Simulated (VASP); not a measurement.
# CsBr (Pm-3m) in VASP: further runs

Runs on CsBr. Level: PBEsol. Tasks: single point.

All numbers are computed with VASP 6.6.1; they aren't measurements. Logs are shortened: lines on timing, memory, paths and dates and some standing lists are left out, and cuts for length are marked.

## (1) The cell of the first run

Symmetry: Pm-3m, No. 221, cubic system. The conventional cell has a = 4.233 Å, b = 4.233 Å, c = 4.233 Å, α = 90.00°, β = 90.00°, γ = 90.00°. Within 4.8 Å of Cs (site symmetry m-3m) lie 8 Br at 3.67 Å and 6 Cs at 4.23 Å. Within 4.8 Å of Br (site symmetry m-3m) lie 8 Cs at 3.67 Å and 6 Br at 4.23 Å.

## (2) Single point, PBEsol

The input, INCAR:

```
  PREC = Accurate
  ENCUT = 500
  EDIFF = 1E-6
  ISMEAR = 0
  SIGMA = 0.05
  LREAL = F
  LASPH = T
  NELM = 120
  ALGO = Normal
  ISIF = 2
  LWAVE = F
  LCHARG = F
  GGA = PS
  NBANDS = 15
  GGA_COMPAT = F
```

The input, KPOINTS:

```
regular mesh
0
Gamma
  4 4 4
```

The input, POSCAR:

```
CsBr
1.0
    4.2330032419      0.0000000000      0.0000000000
    0.0000000000      4.2330032419      0.0000000000
    0.0000000000      0.0000000000      4.2330032419
Cs Br
1 1
Direct
    0.0000000000      0.0000000000      0.0000000000
    0.5000000000      0.5000000000      0.5000000000
```

Potentials or basis: VASP PAW PBE potentials, release 64 (Cs_sv, Br).

The run is started by

```bash
cat potpaw_PBE.64/Cs_sv/POTCAR potpaw_PBE.64/Br/POTCAR > POTCAR
mpirun -np 1 vasp_std > vasp.out
```

OUTCAR:

```text
PREC = Accurate
   ENCUT = 500
   EDIFF = 1E-6
   ISMEAR = 0
   LREAL = F
   LASPH = T
   NELM = 120
   ISIF = 2
   GGA = PS

 ion  position               nearest neighbor table
   1  0.000  0.000  0.000-
   2  0.500  0.500  0.500-

  LATTYP: Found a simple cubic cell.
 ALAT       =     4.2330032419

  Lattice vectors:

 A1 = (   4.2330032419,   0.0000000000,   0.0000000000)
 A2 = (   0.0000000000,   4.2330032419,   0.0000000000)
 A3 = (   0.0000000000,   0.0000000000,   4.2330032419)

Analysis of symmetry for initial positions (statically):
=====================================================================
 Subroutine PRICEL returns:
 Original cell was already a primitive cell.

 Routine SETGRP: Setting up the symmetry group for a
 simple cubic supercell.

 Subroutine GETGRP returns: Found 48 space group operations
 (whereof 48 operations were pure point group operations)
 out of a pool of 48 trial point group operations.

The static configuration has the point symmetry O_h .

Analysis of symmetry for dynamics (positions and initial velocities):
=====================================================================
 Subroutine PRICEL returns:
 Original cell was already a primitive cell.

 Routine SETGRP: Setting up the symmetry group for a
 simple cubic supercell.

 Subroutine GETGRP returns: Found 48 space group operations
 (whereof 48 operations were pure point group operations)
 out of a pool of 48 trial point group operations.

The dynamic configuration has the point symmetry O_h .

 Subroutine INISYM returns: Found 48 space group operations
 (whereof 48 operations are pure point group operations),
 and found     1 'primitive' translations

----------------------------------------------------------------------------------------

                                     Primitive cell

  volume of cell :      75.8483

  direct lattice vectors                    reciprocal lattice vectors
     4.233003242  0.000000000  0.000000000     0.236238893  0.000000000  0.000000000
     0.000000000  4.233003242  0.000000000     0.000000000  0.236238893  0.000000000
     0.000000000  0.000000000  4.233003242     0.000000000  0.000000000  0.236238893

  length of vectors
     4.233003242  4.233003242  4.233003242     0.236238893  0.236238893  0.236238893

  position of ions in fractional coordinates (direct lattice)
     0.000000000  0.000000000  0.000000000
     0.500000000  0.500000000  0.500000000

  ion indices of the primitive-cell ions
   primitive index   ion index
                 1           1
                 2           2

----------------------------------------------------------------------------------------

 KPOINTS: regular mesh

Automatic generation of k-mesh.
 Grid dimensions read from file:
 generate k-points for:    4    4    4

 Generating k-lattice:

  Cartesian coordinates                     Fractional coordinates (reciprocal lattice)
     0.059059723  0.000000000  0.000000000     0.250000000  0.000000000  0.000000000
     0.000000000  0.059059723  0.000000000     0.000000000  0.250000000  0.000000000
     0.000000000  0.000000000  0.059059723     0.000000000  0.000000000  0.250000000

  Length of vectors
     0.059059723  0.059059723  0.059059723

  Shift w.r.t. Gamma in fractional coordinates (k-lattice)
     0.000000000  0.000000000  0.000000000

 Subroutine IBZKPT returns following result:
 ===========================================

 Found     10 irreducible k-points:

 Following reciprocal coordinates:
            Coordinates               Weight
  0.000000  0.000000  0.000000      1.000000
  0.250000  0.000000  0.000000      6.000000
  0.500000  0.000000  0.000000      3.000000
  0.250000  0.250000  0.000000     12.000000
  0.500000  0.250000  0.000000     12.000000
  0.500000  0.500000  0.000000      3.000000
  0.250000  0.250000  0.250000      8.000000
  0.500000  0.250000  0.250000     12.000000
  0.500000  0.500000  0.250000      6.000000
  0.500000  0.500000  0.500000      1.000000
   k-points           NKPTS =     10   k-points in BZ     NKDIM =     10   number of bands    NBANDS=     15
   number of dos      NEDOS =    301   number of ions     NIONS =      2
   total plane-waves  NPLWV =  32768
   dimension x,y,z NGX =    32 NGY =   32 NGZ =   32
   dimension x,y,z NGXF=    64 NGYF=   64 NGZF=   64
   ions per type =               1   1
   NGX,Y,Z   is equivalent  to a cutoff of  12.57, 12.57, 12.57 a.u.
   NGXF,Y,Z  is equivalent  to a cutoff of  25.14, 25.14, 25.14 a.u.
 SYSTEM =  unknown system
   PREC   = accura    normal or accurate (medium, high low for compatibility)
   ISTART =      0    job   : 0-new  1-cont  2-samecut
   ICHARG =      2    charge: 1-file 2-atom 10-const
   ISPIN  =      1    spin polarized calculation?
   LNONCOLLINEAR =      F non collinear calculations
   LSORBIT =      F    spin-orbit coupling
   LASPH  =      T    aspherical Exc in radial PAW
   ENCUT  =  500.0 eV  36.75 Ry    6.06 a.u.   7.72  7.72  7.72*2*pi/ulx,y,z
   NELM   =    120;   NELMIN=  2; NELMDL= -5     # of ELM steps
   EDIFF  = 0.1E-05   stopping-criterion for ELM
   LREAL  =      F    real-space projection
   EDIFFG = 0.1E-04   stopping-criterion for IOM
   NSW    =      0    number of steps for IOM
   IBRION =     -1    ionic relax: 0-MD 1-quasi-New 2-CG
   NFREE  =      0    steps in history (QN), initial steepest desc. (CG)
   ISIF   =      2    stress and relaxation
   ISYM   =      2    0-nonsym 1-usesym 2-fastsym
   POTIM  = 0.5000    time-step for ionic-motion
   TEBEG  =    0.0;   TEEND  =   0.0 temperature during run
   PSTRESS=    0.0 pullay stress
   NELECT =      16.0000    total number of electrons
   NUPDOWN=      -1.0000    fix difference up-down
   EMIN   =  10.00;   EMAX   =-10.00  energy-range for DOS
   EFERMI =   0.00;   METHOD = LEGACY
   ISMEAR =     0;   SIGMA  =   0.05  broadening in eV -4-tet -1-fermi 0-gaus
   EFERMI_NEDOS =   21; number of points for ismear=-14 and -15
   IALGO  =     38    algorithm
   IMIX   =      4    mixing-type and parameters
     AMIX     =   0.40;   BMIX     =  1.00
     AMIX_MAG =   1.60;   BMIX_MAG =  1.00
  volume/ion in A,a.u.               =      37.92       255.92
  Fermi-wavevector in a.u.,A,eV,Ry     =   0.974540  1.841613 12.921830  0.949728
  Thomas-Fermi vector in A             =   2.105008
   LORBIT       =      0    0 simple, 1 ext, 2 COOP (PROOUT), +10 PAW based schemes
   GGA     = PS    functional components
   LHFCALC =     F    Hartree Fock is set to
   AEXX    =    0.0000 exact exchange contribution
   IVDW    =     0    specifies the selected vdW correction
   LEPSILON=     F    determine dielectric tensor
   LRPA    =     F    only Hartree local field effects (RPA)
 non-spin polarized calculation
 Gauss-broadening in eV      SIGMA  =   0.05
  energy-cutoff  :      500.00
  volume of cell :       75.85
 maximum number of plane-waves:      1956
 NGX is ok and might be reduce to    32
   NGX = 15   NGY = 15   NGZ = 15

 number of electron      15.9999996 magnetization

 Free energy of the ion-electron system (eV)
  ---------------------------------------------------
  ext. energy  EPLUGINS =         0.00000000
  ---------------------------------------------------
  free energy    TOTEN  =        -6.34531951 eV

  energy without entropy =       -6.34531951  energy(sigma->0) =       -6.34531951

 E-fermi :   0.1079     XC(G=0):  -8.4483

 val. band max:       -0.2097543668   @ k =   0.0000   0.0000   0.0000
 cond. band min:       4.2501229620   @ k =   0.0000   0.0000   0.0000
 fundamental gap:      4.4598773288
 Fermi energy:         0.1079303646

 k-point     1 :       0.0000    0.0000    0.0000
  band No.  band energies     occupation
      1     -19.9262      2.00000
      2     -12.6511      2.00000
      3      -6.4851      2.00000
      4      -6.4851      2.00000
      5      -6.4851      2.00000
      6      -0.2098      2.00000
      7      -0.2098      2.00000
      8      -0.2098      2.00000
      9       4.2501      0.00000
     10       4.5309      0.00000
     11       4.5309      0.00000
     12       8.9993      0.00000
     13       8.9993      0.00000
     14       8.9993      0.00000
     15      11.9557      0.00000

 k-point     2 :       0.2500    0.0000    0.0000
  band No.  band energies     occupation
      1     -19.8940      2.00000
      2     -12.6641      2.00000
      3      -6.7106      2.00000
      4      -6.4224      2.00000
      5      -6.4224      2.00000
      6      -1.0467      2.00000
      7      -0.3341      2.00000
      8      -0.3341      2.00000
      9       4.9400      0.00000
     10       5.6312      0.00000
     11       5.8840      0.00000
     12       8.7497      0.00000
     13       8.7497      0.00000
     14       9.3255      0.00000
     15       9.5583      0.00000

 k-point     3 :       0.5000    0.0000    0.0000
  band No.  band energies     occupation
      1     -19.8613      2.00000
      2     -12.6804      2.00000
      3      -6.9034      2.00000
      4      -6.3572      2.00000
      5      -6.3572      2.00000
      6      -1.6705      2.00000
      7      -0.4645      2.00000
      8      -0.4645      2.00000
      9       5.6150      0.00000
     10       7.1688      0.00000
     11       7.5967      0.00000
     12       7.9504      0.00000
     13       8.7762      0.00000
     14       8.7762      0.00000
     15       9.7879      0.00000
[... 91 lines left out ...]
 k-point     9 :       0.5000    0.5000    0.2500
  band No.  band energies     occupation
      1     -19.7815      2.00000
      2     -12.4964      2.00000
      3      -7.0548      2.00000
      4      -7.0548      2.00000
      5      -6.6263      2.00000
      6      -1.1752      2.00000
      7      -1.1752      2.00000
      8      -0.9659      2.00000
      9       6.4637      0.00000
     10       6.6610      0.00000
     11       7.3712      0.00000
     12       7.3712      0.00000
     13      10.2483      0.00000
     14      10.2483      0.00000
     15      11.3191      0.00000

 k-point    10 :       0.5000    0.5000    0.5000
  band No.  band energies     occupation
      1     -19.7558      2.00000
      2     -12.4509      2.00000
      3      -6.9384      2.00000
      4      -6.9384      2.00000
      5      -6.9384      2.00000
      6      -1.5277      2.00000
      7      -1.5277      2.00000
      8      -1.5277      2.00000
      9       8.2239      0.00000
     10       8.2239      0.00000
     11       8.2239      0.00000
     12       9.0050      0.00000
     13       9.0050      0.00000
     14       9.0050      0.00000
     15      11.4353      0.00000

------------------------ aborting loop because EDIFF is reached ----------------------------------------

  FORCE on cell =-STRESS in cart. coord.  units (eV):
  Direction    XX          YY          ZZ          XY          YZ          ZX
  --------------------------------------------------------------------------------------
  -------------------------------------------------------------------------------------
  Total        0.0829388      0.0829388      0.0829388      0.0000000      0.0000000     -0.0000000
  in kB        1.7519541      1.7519541      1.7519541      0.0000000      0.0000000     -0.0000000
  external PRESSURE =       1.7519541 kB  Pullay stress =       0.0000000 kB

 VOLUME and BASIS-vectors are now :
 -----------------------------------------------------------------------------
  energy-cutoff  :      500.00
  volume of cell :       75.85
      direct lattice vectors                 reciprocal lattice vectors
     4.233003242  0.000000000  0.000000000     0.236238893  0.000000000  0.000000000
     0.000000000  4.233003242  0.000000000     0.000000000  0.236238893  0.000000000
     0.000000000  0.000000000  4.233003242     0.000000000  0.000000000  0.236238893

 POSITION                                       TOTAL-FORCE (eV/Angst)
 -----------------------------------------------------------------------------------
      0.00000      0.00000      0.00000         0.000000      0.000000      0.000000
      2.11650      2.11650      2.11650         0.000000      0.000000      0.000000
 -----------------------------------------------------------------------------------
    total drift:                                0.000000      0.000000     -0.000000

  FREE ENERGIE OF THE ION-ELECTRON SYSTEM (eV)
  ---------------------------------------------------
  free  energy   TOTEN  =        -6.3453195058 eV

  energy  without entropy=       -6.3453195058  energy(sigma->0) =       -6.34531951
```

It took 10 s on 1 thread of Intel Xeon Platinum 8488C (Sapphire Rapids), shared host; peak memory 0.17 GiB.

What came out:

```yaml
Free_energy: -6.3453 eV
Pressure: 0.2 GPa
Band_gap_on_the_k_mesh: 4.46 eV, direct
```

Caveat: the PAW data sets were made with another functional, which shifts forces and pressure a little; spin-orbit coupling is left out, which moves the levels of the heavy elements.

## (3) Single point, PBEsol

This run uses another cell than the first one, of 42.63 Å³/atom, 1.124 times its volume.

The input, INCAR:

```
ALGO = Normal
EDIFF = 1E-6
ENCUT = 500
GGA = PS
GGA_COMPAT = F
ISIF = 2
ISMEAR = 0
LASPH = T
LCHARG = T
LELF = T
LREAL = F
LVHAR = T
LWAVE = F
NBANDS = 15
NELM = 120
PREC = Accurate
SIGMA = 0.05
```

The input, KPOINTS:

```
k-points
0
Gamma
  4 4 4
```

The input, POSCAR:

```
CsBr
1.0
    4.4011411020      0.0000000000      0.0000000000
    0.0000000000      4.4011411020      0.0000000000
    0.0000000000      0.0000000000      4.4011411020
Cs Br
1 1
Direct
    0.0000000000      0.0000000000      0.0000000000
    0.5000000000      0.5000000000      0.5000000000
```

Potentials or basis: VASP PAW PBE potentials, release 64 (Cs_sv, Br).

The run is started by

```bash
cat potpaw_PBE.64/Cs_sv/POTCAR potpaw_PBE.64/Br/POTCAR > POTCAR
mpirun -np 1 vasp_std > vasp.out
```

OUTCAR:

```text
EDIFF = 1E-6
   ENCUT = 500
   GGA = PS
   ISIF = 2
   ISMEAR = 0
   LASPH = T
   LREAL = F
   NELM = 120
   PREC = Accurate

 ion  position               nearest neighbor table
   1  0.000  0.000  0.000-
   2  0.500  0.500  0.500-

  LATTYP: Found a simple cubic cell.
 ALAT       =     4.4011411020

  Lattice vectors:

 A1 = (   4.4011411020,   0.0000000000,   0.0000000000)
 A2 = (   0.0000000000,   4.4011411020,   0.0000000000)
[... 347 lines left out ...]

------------------------ aborting loop because EDIFF is reached ----------------------------------------

  FORCE on cell =-STRESS in cart. coord.  units (eV):
  Direction    XX          YY          ZZ          XY          YZ          ZX
  --------------------------------------------------------------------------------------
  -------------------------------------------------------------------------------------
  Total       -0.6717015     -0.6717015     -0.6717015      0.0000000     -0.0000000     -0.0000000
  in kB      -12.6238270    -12.6238270    -12.6238270      0.0000000     -0.0000000     -0.0000000
  external PRESSURE =     -12.6238270 kB  Pullay stress =       0.0000000 kB

 VOLUME and BASIS-vectors are now :
 -----------------------------------------------------------------------------
  energy-cutoff  :      500.00
  volume of cell :       85.25
      direct lattice vectors                 reciprocal lattice vectors
     4.401141102  0.000000000  0.000000000     0.227213801  0.000000000  0.000000000
     0.000000000  4.401141102  0.000000000     0.000000000  0.227213801  0.000000000
     0.000000000  0.000000000  4.401141102     0.000000000  0.000000000  0.227213801

 POSITION                                       TOTAL-FORCE (eV/Angst)
 -----------------------------------------------------------------------------------
      0.00000      0.00000      0.00000         0.000000      0.000000      0.000000
      2.20057      2.20057      2.20057         0.000000      0.000000      0.000000
 -----------------------------------------------------------------------------------
    total drift:                                0.000000      0.000000     -0.000000

  FREE ENERGIE OF THE ION-ELECTRON SYSTEM (eV)
  ---------------------------------------------------
  free  energy   TOTEN  =        -6.3088141862 eV

  energy  without entropy=       -6.3088141862  energy(sigma->0) =       -6.30881419
```

OSZICAR:

```text
N       E                     dE             d eps       ncg     rms          rms(c)
DAV:   1     0.880147113795E+02    0.88015E+02   -0.63273E+03   300   0.873E+02
DAV:   2     0.307973438580E+00   -0.87707E+02   -0.81624E+02   416   0.148E+02
DAV:   3    -0.652069670837E+01   -0.68287E+01   -0.68113E+01   398   0.465E+01
DAV:   4    -0.657637582021E+01   -0.55679E-01   -0.55675E-01   335   0.507E+00
DAV:   5    -0.657670044508E+01   -0.32462E-03   -0.32462E-03   419   0.391E-01    0.168E+00
DAV:   6    -0.634671571814E+01    0.22998E+00   -0.20971E-01   356   0.233E+00    0.907E-01
DAV:   7    -0.630740325932E+01    0.39312E-01   -0.10577E-01   370   0.163E+00    0.554E-01
DAV:   8    -0.630891065578E+01   -0.15074E-02   -0.13428E-02   349   0.662E-01    0.131E-01
DAV:   9    -0.630875435004E+01    0.15631E-03   -0.18139E-03   363   0.204E-01    0.609E-02
DAV:  10    -0.630881060222E+01   -0.56252E-04   -0.21017E-04   342   0.941E-02    0.134E-02
DAV:  11    -0.630881431985E+01   -0.37176E-05   -0.23320E-05   342   0.268E-02    0.101E-02
DAV:  12    -0.630881418622E+01    0.13363E-06   -0.54927E-06   356   0.120E-02
   1 F= -.63088142E+01 E0= -.63088142E+01  d E =-.298799E-17
```

It took 10 s on 1 thread of Intel Xeon Platinum 8488C (Sapphire Rapids), shared host; peak memory 0.18 GiB.

What came out:

| Quantity | Value |
| --- | --- |
| Free energy | -6.3088 eV |
| Pressure | -1.3 GPa |
| Band gap on the k mesh | 4.04 eV, indirect (least direct gap 4.06 eV) |

Caveat: the PAW data sets were made with another functional, which shifts forces and pressure a little; spin-orbit coupling is left out, which moves the levels of the heavy elements. Expect the measured gap to be larger: semilocal functionals such as PBEsol lack the derivative discontinuity.

## (4) Single point, PBEsol

This run uses another cell than the first one, of 42.17 Å³/atom, 1.112 times its volume.

The input, INCAR:

```
  ALGO = Normal
  EDIFF = 1E-6
  ENCUT = 500
  GGA = PS
  GGA_COMPAT = F
  ISIF = 2
  ISMEAR = 0
  LASPH = T
  LCHARG = F
  LREAL = F
  LWAVE = F
  NBANDS = 15
  NELM = 120
  PREC = Accurate
  SIGMA = 0.05
```

KPOINTS is that of step 3.

The input, POSCAR:

```
CsBr
1.0
    4.3852539415      0.0000000000      0.0000000000
    0.0000000000      4.3852539415      0.0000000000
    0.0000000000      0.0000000000      4.3852539415
Cs Br
1 1
Direct
    0.0000000000      0.0000000000      0.0000000000
    0.5000000000      0.5000000000      0.5000000000
```

The run is started by

```bash
cat potpaw_PBE.64/Cs_sv/POTCAR potpaw_PBE.64/Br/POTCAR > POTCAR
mpirun -np 1 vasp_std > vasp.out
```

Run time: 7.3 s. Hardware: 1 thread of Intel Xeon Platinum 8488C (Sapphire Rapids), shared host; peak memory 0.18 GiB.

The run converged. Its results:

| Item | Value |
| --- | --- |
| Free energy | -6.3157 eV |
| Pressure | -1.2 GPa |
| Band gap on the k mesh | 4.07 eV, indirect (least direct gap 4.10 eV) |

Levels at points of the mesh, in eV from the valence-band top:
```
           k point  band 4  band 5  band 6  band 7  band 8  band 9  band 10  band 11  band 12  band 13
(0.00, 0.00, 0.00)   -6.47   -6.47   -0.02   -0.02   -0.02    4.07     4.86     4.86     8.88     8.88
(0.50, 0.00, 0.00)   -6.38   -6.38   -1.24   -0.19   -0.19    5.81     6.87     7.21     8.17     8.57
(0.50, 0.50, 0.00)   -6.96   -6.33   -0.58   -0.58    0.00    5.09     5.32     7.08     7.08    10.42
(0.50, 0.50, 0.50)   -6.82   -6.82   -1.06   -1.06   -1.06    7.94     7.94     7.94     8.70     8.70
```

Caveat: the PAW data sets were made with another functional, which shifts forces and pressure a little; spin-orbit coupling is left out, which moves the levels of the heavy elements.

(Continued in part 2 of 2.)
